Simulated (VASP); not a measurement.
A run of VASP 6.6.1 is set up as follows.

Contents of INCAR:

```
SYSTEM = W
PREC     = Accurate       ! precision mode
ENCUT    = 600            ! plane-wave cutoff, eV
EDIFF    = 1E-6           ! SCF threshold, eV
ISMEAR   = -1             ! smearing method
SIGMA    = 0.05           ! smearing width, eV
LREAL    = .False.        ! projectors in reciprocal space
LASPH    = .True.         ! aspherical terms in the spheres
NELM     = 80             ! most SCF steps
ALGO     = Normal         ! electronic algorithm
ISIF     = 3              ! what is computed and relaxed
LWAVE    = .False.        ! write WAVECAR
LCHARG   = .False.        ! write CHGCAR
GGA      = PS             ! functional
IBRION   = 2              ! ionic algorithm
NSW      = 80             ! ionic steps
EDIFFG   = -0.005         ! ionic threshold
PSTRESS  = 100.0
```

The input KPOINTS:

```
regular mesh
0
Gamma
  11 11 11
  0 0 0
```

POSCAR

```
W
1.0
    0.0000000000      2.0300000000      2.0300000000
    2.0300000000      0.0000000000      2.0300000000
    2.0300000000      2.0300000000      0.0000000000
W
1
Direct
    0.0000000000      0.0000000000      0.0000000000
```

Potentials or basis: VASP PAW PBE potentials, release 64 (W_sv).

Run with:

```console
$ cat potpaw_PBE.64/W_sv/POTCAR > POTCAR
$ mpirun -np 1 vasp_std > vasp.out
```

**Question.** Predict the space group after relaxing (to 0.05 Å).

**Answer.** Fm-3m (No. 225).

**Question.** Predict the relaxed cell.

**Answer.** a = 2.802 Å, b = 2.802 Å, c = 2.802 Å, α = 60.00°, β = 60.00°, γ = 60.00°.

**Question.** Estimate the relaxed volume.

**Answer.** 15.56 Å³/atom.

**Question.** Estimate the band gap on the k mesh.

**Answer.** Zero (band 7 reaches 14.04 eV, above the bottom of band 8 at 10.43 eV).

Final structure:
```xyz
1
Lattice="0.0000 1.9814 1.9814 1.9814 0.0000 1.9814 1.9814 1.9814 0.0000" Properties=species:S:1:pos:R:3 pbc="T T T"
W     0.0000    0.0000    0.0000
```

Caveat: the cell is relaxed towards a set pressure, so the enthalpy falls and the energy may rise; the PAW data sets were made with another functional, which shifts forces and pressure a little; spin-orbit coupling is left out, which moves the levels of the heavy elements.
